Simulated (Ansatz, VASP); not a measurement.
**Sc3C: VASP beside Ansatz**

```
Sc C
1.0
     3.30030    0.00000    0.00000
    -1.65015    2.85814    0.00000
     0.00000    0.00000    8.23383
Sc C
3 1
Direct
  0.66667 0.33333 0.00000
  0.00000 0.00000 0.65999
  0.00000 0.00000 0.34001
  0.66667 0.33333 0.50000
```

Change from the starting cell: species swapped into the LiMg3 type (P-6m2, No. 187).

Alike in both runs: functional PBE; k mesh 6 × 6 × 2; occupations gaussian, width 0.1 eV; no spin polarisation.

Ansatz relaxed the structure, and its values are those at the end. VASP's run is a single point on that final structure, the one shown.

```csv
,VASP,Ansatz
version,VASP 6.6.1,Ansatz 0.2.0
potentials or method,"VASP PAW PBE potentials, release 64 (Sc_sv, C), cutoff 520 eV","scalar-relativistic, plane waves, PAW"
valence electrons in the cell,37,37
```

```tsv
	VASP	Ansatz	Ansatz less VASP
gap on the k mesh at the Fermi level (eV)	none	none	-
pressure (GPa)	0.3	0.0	-0.25
rms of the force components (eV/Å)	0.026	0.001	-0.0245
```

A gap of «none» marks a metal or a gap that the smearing closes.

The k mesh is coarse, so the values compare programs but aren't converged.
